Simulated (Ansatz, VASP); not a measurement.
# Li2O in VASP and in Ansatz

File INCAR:

```
PREC = Accurate
ENCUT = 750
EDIFF = 1E-6
ISMEAR = -1
SIGMA = 0.08617333262145177
LREAL = F
LASPH = T
NELM = 120
ALGO = Normal
ISIF = 2
LWAVE = F
LCHARG = F
GGA = PE
NBANDS = 13
GGA_COMPAT = F
```

The input KPOINTS:

```
regular mesh
0
Gamma
  2 2 2
```

Contents of POSCAR:

```
Li2O
1.0
    0.0000000000      2.3268543819      2.3268543819
    2.3268543819      0.0000000000      2.3268543819
    2.3268543819      2.3268543819      0.0000000000
Li O
2 1
Direct
    0.7500000000      0.7500000000      0.7500000000
    0.2500000000      0.2500000000      0.2500000000
    0.0000000000      0.0000000000      0.0000000000
```

Input for Ansatz:

```yaml
crystal:
  lattice:
    - [0.0, 2.3268543819, 2.3268543819]
    - [2.3268543819, 0.0, 2.3268543819]
    - [2.3268543819, 2.3268543819, 0.0]
  atoms:
    - { symbol: Li, position: [0.75, 0.75, 0.75] }
    - { symbol: Li, position: [0.25, 0.25, 0.25] }
    - { symbol: O, position: [0.0, 0.0, 0.0] }
basis: {}
kpoints:
  mp_grid: { grid: [2, 2, 2] }
hamiltonian:
  xc: pbe
  pseudopotentials: { kind: paw, source: ansatz }
scf:
  occupations: { method: fermi_dirac, width: "1000 K" }
  mixing: { algorithm: anderson, ndim: 4, preconditioner: kerker_dos }
  initial_density: { chi_scale: 0, normalization: atom }
  max_iter: 60
output:
  forces: true
  stress: true
  eigenvalues: true
```

Alike in both runs: task single point; functional PBE; k mesh 2 × 2 × 2; no spin polarisation.

```csv
,VASP,Ansatz
version,VASP 6.6.1,Ansatz 0.2.0
potentials or method,"VASP PAW PBE potentials, release 64 (Li_sv, O)","scalar-relativistic, plane waves, PAW (harder set)"
plane-wave cutoff (eV),750,930
occupations,"fermi-dirac, width 0.0861733 eV",fermi-dirac
valence electrons in the cell,12,12
```

```tsv
	VASP	Ansatz	Ansatz less VASP
gap on the k mesh at the Fermi level (eV)	4.75	4.76	+0.008
least direct gap on the mesh (eV)	4.96	4.95	-0.006
pressure (GPa)	0.6	0.9	+0.26
```

The k mesh is coarse, so the values compare programs but aren't converged.
